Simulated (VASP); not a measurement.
Re2C:

```
Re C
1.0
     2.85577    0.00000    0.00000
    -1.42789    2.47317    0.00000
     0.00000    0.00000    9.86286
Re C
4 2
Direct
  0.33333 0.66667 0.60835
  0.66667 0.33333 0.10835
  0.66667 0.33333 0.39165
  0.33333 0.66667 0.89165
  0.33333 0.66667 0.25000
  0.66667 0.33333 0.75000
```

```yaml
Program: VASP 6.6.1
Task: relaxation of cell and atoms
Functional: PBEsol
Potentials_or_basis: VASP PAW PBE potentials, release 64 (Re, C)
Cutoff: 600 eV
k_mesh: 12 × 12 × 4
Occupations: gaussian, width 0.1 eV
Spin: no spin polarisation
```

At the start: pressure -6.2 GPa; volume 11.61 Å³/atom.

**Question.** How do energy, volume and symmetry change on relaxing?

**Answer.** Over 9 steps the energy falls by 3.5 meV/atom and the volume is 11.44 Å³/atom (-1.5 %); space group P6_3/mmc (No. 194, to 0.1 Å) before and after.

Step by step:
| step | energy change (eV) | largest force (eV/Å) | pressure (GPa) | volume (Å³) |
| --- | --- | --- | --- | --- |
| 1 | 0.0000 | 0.0997 | -6.16 | 69.66 |
| 2 | 0.2279 | 0.0253 | 24.86 | 65.25 |
| 3 | -0.0204 | 0.0941 | -0.01 | 68.65 |
| 4 | -0.0204 | 0.0952 | 0.07 | 68.63 |
| 5 | -0.0204 | 0.0937 | 0.21 | 68.61 |
| 6 | -0.0197 | 0.1451 | 0.00 | 68.60 |
| 7 | -0.0212 | 0.0057 | 0.15 | 68.61 |
| 8 | -0.0211 | 0.0040 | -0.34 | 68.68 |
| 9 | -0.0212 | 0.0030 | -0.01 | 68.63 |

Final structure:
```xyz
6
Lattice="2.8389 0.0000 0.0000 -1.4194 2.4585 0.0000 0.0000 0.0000 9.8326" Properties=species:S:1:pos:R:3 pbc="T T T"
Re    0.0000    1.6390    5.9790
Re    1.4194    0.8195    1.0627
Re    1.4194    0.8195    3.8536
Re    0.0000    1.6390    8.7699
C     0.0000    1.6390    2.4582
C     1.4194    0.8195    7.3745
```

Caveat: the PAW data sets were made with another functional, which shifts forces and pressure a little.
